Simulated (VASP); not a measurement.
# Pd (I4/mmm) in VASP: further runs, part 2 of 2

VASP 6.6.1. Earlier steps stand in the parts before.

**5. Single point, PBE (strain -0.025 along x and y, +0.025 along z)**

File INCAR:

```
SYSTEM = Pd
ALGO = Normal ; EDIFF = 1E-7
ENCUT = 520 ; GGA = PE
ISIF = 2 ; ISMEAR = 0
LASPH = .TRUE. ; LCHARG = .FALSE.
LREAL = .FALSE. ; LWAVE = .FALSE.
NBANDS = 11 ; NELM = 80
PREC = Accurate ; SIGMA = 0.15
```

File KPOINTS:

```
k-points
0
G
  20 20 20
  0 0 0
```

File POSCAR:

```
Pd
1.0
    0.0000000000      1.8962775000      1.9935225000
    1.8962775000      0.0000000000      1.9935225000
    1.8962775000      1.8962775000      0.0000000000
Pd
1
Direct
    0.0000000000      0.0000000000      0.0000000000
```

Potentials or basis: VASP PAW PBE potentials, release 64 (Pd).

Launch:

```sh
$ cat potpaw_PBE.64/Pd/POTCAR > POTCAR
$ mpirun -np 1 vasp_std > vasp.out
```

OUTCAR:

```text
SYSTEM = Pd
   EDIFF = 1E-7
   ENCUT = 520
   GGA = PE
   ISIF = 2
   ISMEAR = 0
   LASPH = .TRUE.
   LREAL = .FALSE.
   NELM = 80
   PREC = Accurate

 ion  position               nearest neighbor table
   1  0.000  0.000  0.000-

  LATTYP: Found a body centered tetragonal cell.
 ALAT       =     2.6817413585
 C/A-ratio  =     1.4867373348

  Lattice vectors:

 A1 = (  -1.8962775000,   0.0000000000,   1.9935225000)
 A2 = (   1.8962775000,   0.0000000000,   1.9935225000)
 A3 = (   0.0000000000,   1.8962775000,  -1.9935225000)

Analysis of symmetry for initial positions (statically):
=====================================================================
 Subroutine PRICEL returns:
 Original cell was already a primitive cell.

 Routine SETGRP: Setting up the symmetry group for a
 body centered tetragonal supercell.

 Subroutine GETGRP returns: Found 16 space group operations
 (whereof 16 operations were pure point group operations)
 out of a pool of 16 trial point group operations.

The static configuration has the point symmetry D_4h.

Analysis of symmetry for dynamics (positions and initial velocities):
=====================================================================
 Subroutine PRICEL returns:
 Original cell was already a primitive cell.

 Routine SETGRP: Setting up the symmetry group for a
 body centered tetragonal supercell.

 Subroutine GETGRP returns: Found 16 space group operations
 (whereof 16 operations were pure point group operations)
 out of a pool of 16 trial point group operations.

The dynamic configuration has the point symmetry D_4h.

 Subroutine INISYM returns: Found 16 space group operations
 (whereof 16 operations are pure point group operations),
 and found     1 'primitive' translations

----------------------------------------------------------------------------------------

                                     Primitive cell

  volume of cell :      14.3369

  direct lattice vectors                    reciprocal lattice vectors
     0.000000000  1.896277500  1.993522500    -0.263674489  0.263674489  0.250812318
     1.896277500  0.000000000  1.993522500     0.263674489 -0.263674489  0.250812318
     1.896277500  1.896277500  0.000000000     0.263674489  0.263674489 -0.250812318

  length of vectors
     2.751363356  2.751363356  2.681741359     0.449394360  0.449394360  0.449394360

  position of ions in fractional coordinates (direct lattice)
     0.000000000  0.000000000  0.000000000

  ion indices of the primitive-cell ions
   primitive index   ion index
                 1           1

----------------------------------------------------------------------------------------

 KPOINTS: k-points

Automatic generation of k-mesh.
 Grid dimensions read from file:
 generate k-points for:   20   20   20

 Generating k-lattice:

  Cartesian coordinates                     Fractional coordinates (reciprocal lattice)
    -0.013183724  0.013183724  0.012540616     0.050000000  0.000000000  0.000000000
     0.013183724 -0.013183724  0.012540616     0.000000000  0.050000000  0.000000000
     0.013183724  0.013183724 -0.012540616    -0.000000000 -0.000000000  0.050000000

  Length of vectors
     0.022469718  0.022469718  0.022469718

  Shift w.r.t. Gamma in fractional coordinates (k-lattice)
     0.000000000  0.000000000  0.000000000

 Subroutine IBZKPT returns following result:
 ===========================================

 Found    641 irreducible k-points:

 Following reciprocal coordinates:
            Coordinates               Weight
  0.000000  0.000000  0.000000      1.000000
  0.050000 -0.000000  0.000000      8.000000
  0.100000  0.000000  0.000000      8.000000
  0.150000 -0.000000  0.000000      8.000000
  0.200000  0.000000  0.000000      8.000000
  0.250000 -0.000000  0.000000      8.000000
[... 16 lines left out ...]
 -0.400000  0.050000  0.000000      8.000000
 -0.350000  0.050000  0.000000      8.000000
 [... further k-points ...]
   k-points           NKPTS =    641   k-points in BZ     NKDIM =    641   number of bands    NBANDS=     11
   number of dos      NEDOS =    301   number of ions     NIONS =      1
   total plane-waves  NPLWV =   8000
   dimension x,y,z NGX =    20 NGY =   20 NGZ =   20
   dimension x,y,z NGXF=    40 NGYF=   40 NGZF=   40
   ions per type =               1
   NGX,Y,Z   is equivalent  to a cutoff of  12.08, 12.08, 12.40 a.u.
   NGXF,Y,Z  is equivalent  to a cutoff of  24.17, 24.17, 24.80 a.u.
 SYSTEM =  Pd
   PREC   = accura    normal or accurate (medium, high low for compatibility)
   ISTART =      0    job   : 0-new  1-cont  2-samecut
   ICHARG =      2    charge: 1-file 2-atom 10-const
   ISPIN  =      1    spin polarized calculation?
   LNONCOLLINEAR =      F non collinear calculations
   LSORBIT =      F    spin-orbit coupling
   LASPH  =      T    aspherical Exc in radial PAW
   ENCUT  =  520.0 eV  38.22 Ry    6.18 a.u.   5.12  5.12  4.99*2*pi/ulx,y,z
   NELM   =     80;   NELMIN=  2; NELMDL= -5     # of ELM steps
   EDIFF  = 0.1E-06   stopping-criterion for ELM
   LREAL  =      F    real-space projection
   EDIFFG = 0.1E-05   stopping-criterion for IOM
   NSW    =      0    number of steps for IOM
   IBRION =     -1    ionic relax: 0-MD 1-quasi-New 2-CG
   NFREE  =      0    steps in history (QN), initial steepest desc. (CG)
   ISIF   =      2    stress and relaxation
   ISYM   =      2    0-nonsym 1-usesym 2-fastsym
   POTIM  = 0.5000    time-step for ionic-motion
   TEBEG  =    0.0;   TEEND  =   0.0 temperature during run
   PSTRESS=    0.0 pullay stress
   NELECT =      10.0000    total number of electrons
   NUPDOWN=      -1.0000    fix difference up-down
   EMIN   =  10.00;   EMAX   =-10.00  energy-range for DOS
   EFERMI =   0.00;   METHOD = LEGACY
   ISMEAR =     0;   SIGMA  =   0.15  broadening in eV -4-tet -1-fermi 0-gaus
   EFERMI_NEDOS =   21; number of points for ismear=-14 and -15
   IALGO  =     38    algorithm
   IMIX   =      4    mixing-type and parameters
     AMIX     =   0.40;   BMIX     =  1.00
     AMIX_MAG =   1.60;   BMIX_MAG =  1.00
  volume/ion in A,a.u.               =      14.34        96.75
  Fermi-wavevector in a.u.,A,eV,Ry     =   1.451855  2.743608 28.679481  2.107882
  Thomas-Fermi vector in A             =   2.569304
   LORBIT       =      0    0 simple, 1 ext, 2 COOP (PROOUT), +10 PAW based schemes
   GGA     = PE    functional components
   LHFCALC =     F    Hartree Fock is set to
   AEXX    =    0.0000 exact exchange contribution
   IVDW    =     0    specifies the selected vdW correction
   LEPSILON=     F    determine dielectric tensor
   LRPA    =     F    only Hartree local field effects (RPA)
 non-spin polarized calculation
 Gauss-broadening in eV      SIGMA  =   0.15
  energy-cutoff  :      520.00
  volume of cell :       14.34
 maximum number of plane-waves:       400
   NGX = 11   NGY = 11   NGZ =  9

 number of electron      10.0000002 magnetization

 Free energy of the ion-electron system (eV)
  ---------------------------------------------------
  ext. energy  EPLUGINS =         0.00000000
  ---------------------------------------------------
  free energy    TOTEN  =        -5.18690345 eV

  energy without entropy =       -5.16081332  energy(sigma->0) =       -5.17385839

 E-fermi :  10.2624     XC(G=0): -13.3637

 val. band max:       10.2613713366   @ k =   0.3500   0.0000   0.2500
 cond. band min:      10.2632617556   @ k =  -0.2500   0.4000   0.2500
 fundamental gap:      0.0018904191
 Fermi energy:        10.2623525334

 k-point     1 :       0.0000    0.0000    0.0000
  band No.  band energies     occupation
      1       2.9100      2.00000
      2       6.9710      2.00000
      3       7.4752      2.00000
      4       7.4752      2.00000
      5       8.7076      2.00000
      6       9.2339      2.00000
      7      27.5171      0.00000
      8      31.5993      0.00000
      9      32.8364      0.00000
     10      32.8364      0.00000
     11      36.3829      0.00000

 k-point     2 :       0.0500   -0.0000    0.0000
  band No.  band energies     occupation
      1       3.0036      2.00000
      2       6.9864      2.00000
      3       7.4579      2.00000
      4       7.5080      2.00000
      5       8.6973      2.00000
      6       9.2117      2.00000
      7      27.6224      0.00000
      8      31.4222      0.00000
      9      32.4825      0.00000
     10      32.9488      0.00000
     11      36.4111      0.00000
[... 295 lines left out ...]
 k-point    24 :      -0.3500    0.0500    0.0000
  band No.  band energies     occupation
      1       4.9220      2.00000
      2       7.1460      2.00000
      3       7.6498      2.00000
      4       8.7853      2.00000
      5       9.6197      2.00000
      6      10.4441      0.08656
      7      20.7639      0.00000
      8      27.3532      0.00000
      9      31.5515      0.00000
     10      33.8965      0.00000
     11      36.4794      0.00000

 [... further k-points ...]
[... 5 lines left out ...]
  --------------------------------------------------------------------------------------
  -------------------------------------------------------------------------------------
  Total        1.3041288      1.3041288      0.9600365      0.0000000      0.0000000     -0.0000000
  in kB      145.7391246    145.7391246    107.2860837      0.0000000      0.0000000     -0.0000000
  external PRESSURE =     132.9214443 kB  Pullay stress =       0.0000000 kB

 VOLUME and BASIS-vectors are now :
 -----------------------------------------------------------------------------
  energy-cutoff  :      520.00
  volume of cell :       14.34
      direct lattice vectors                 reciprocal lattice vectors
     0.000000000  1.896277500  1.993522500    -0.263674489  0.263674489  0.250812318
     1.896277500  0.000000000  1.993522500     0.263674489 -0.263674489  0.250812318
     1.896277500  1.896277500  0.000000000     0.263674489  0.263674489 -0.250812318

 POSITION                                       TOTAL-FORCE (eV/Angst)
 -----------------------------------------------------------------------------------
      0.00000      0.00000      0.00000         0.000000     -0.000000      0.000000
 -----------------------------------------------------------------------------------
    total drift:                               -0.000000     -0.000000     -0.000000

  FREE ENERGIE OF THE ION-ELECTRON SYSTEM (eV)
  ---------------------------------------------------
  free  energy   TOTEN  =        -5.1869034527 eV

  energy  without entropy=       -5.1608133184  energy(sigma->0) =       -5.17385839
```

stdout:

```text
POSCAR found type information on POSCAR Pd
 POSCAR found :  1 types and       1 ions
 scaLAPACK will be used
 LDA part: xc-table for (Slater+PW92), standard interpolation
 POSCAR, INCAR and KPOINTS ok, starting setup
 FFT: planning ... GRIDC
 FFT: planning ... GRID_SOFT
 FFT: planning ... GRID
 WAVECAR not read
 entering main loop
```

Run time: 1.8 min. Hardware: 1 thread of AMD EPYC 7R43 (Zen 3), shared host; peak memory 0.17 GiB.

What came out:

* Free energy: -5.1869 eV
* Pressure: 13.3 GPa
* Band gap on the k mesh: zero (band 5 reaches 10.77 eV, above the bottom of band 6 at 8.92 eV)

Stress tensor (GPa, compression positive):
```
14.57  0.00  0.00
 0.00 14.57  0.00
 0.00  0.00 10.73
```

Caveat: the cell differs from its parent crystal (strain -0.025 along x and y, +0.025 along z).

**6. Single point, PBE (strain -0.025 along x and y, +0.050 along z)**

File INCAR:

```
PREC = Accurate
ENCUT = 520
EDIFF = 1E-6
ISMEAR = 0
SIGMA = 0.15
LREAL = False
LASPH = True
NELM = 100
ALGO = Normal
ISIF = 2
LWAVE = False
LCHARG = True
GGA = PE
LELF = True
LVHAR = True
NBANDS = 11
```

File KPOINTS:

```
Automatic mesh
0
Gamma
  20 20 20
```

File POSCAR:

```
Pd
1.0
    0.0000000000      1.8962775000      2.0421450000
    1.8962775000      0.0000000000      2.0421450000
    1.8962775000      1.8962775000      0.0000000000
Pd
1
Direct
    0.0000000000      0.0000000000      0.0000000000
```

Potentials or basis: VASP PAW PBE potentials, release 64 (Pd).

Launch:

```sh
$ cat potpaw_PBE.64/Pd/POTCAR > POTCAR
$ mpirun -np 1 vasp_std > vasp.out
```

Run time: 2.2 min. Hardware: 1 thread of AMD EPYC 7R43 (Zen 3), shared host; peak memory 0.18 GiB.

The run converged. Its results:

* Free energy: -5.2036 eV
* Pressure: 8.1 GPa
* Band gap on the k mesh: zero (band 5 reaches 10.42 eV, above the bottom of band 6 at 8.58 eV)

Stress tensor (GPa, compression positive):
```
9.96 0.00 0.00
0.00 9.96 0.00
0.00 0.00 4.53
```

Levels at points of the mesh, in eV from the Fermi level:
| k point | band 3 | band 4 | band 5 | band 6 | band 7 | band 8 |
| --- | --- | --- | --- | --- | --- | --- |
| (0.00, 0.00, 0.00) | -2.58 | -2.58 | -1.63 | -0.87 | 17.30 | 20.87 |
| (0.50, 0.00, 0.00) | -2.57 | -0.15 | 0.12 | 1.03 | 7.40 | 16.36 |
| (0.50, 0.50, 0.00) | -0.01 | 0.27 | 0.27 | 2.44 | 9.54 | 14.20 |
| (0.50, 0.00, 0.50) | -0.09 | 0.03 | 0.58 | 3.87 | 11.51 | 12.63 |

Caveat: the cell differs from its parent crystal (strain -0.025 along x and y, +0.050 along z).

**7. Overview**

```csv
cell,gap on the mesh (eV),pressure (GPa)
"a = 2.716, b = 2.716, c = 2.682 Å, angles 60.4, 60.4, 59.2°, 1 atom",none,19.4
"a = 2.716, b = 2.716, c = 2.751 Å, angles 59.6, 59.6, 60.8°, 1 atom",none,13.0
"a = 2.854, b = 2.854, c = 2.888 Å, angles 59.6, 59.6, 60.8°, 1 atom",none,-11.0
"a = 2.751, b = 2.751, c = 2.682 Å, angles 60.8, 60.8, 58.3°, 1 atom",none,13.3
"a = 2.787, b = 2.787, c = 2.682 Å, angles 61.2, 61.2, 57.5°, 1 atom",none,8.1
```

Alike in all rows: task single point; level PBE; potentials or basis VASP PAW PBE potentials, release 64 (Pd); no spin polarisation; k mesh 20 × 20 × 20; cutoff (eV) 520; smearing gaussian 0.15 eV.

Absolute energies hang on the potentials; compare differences alone.
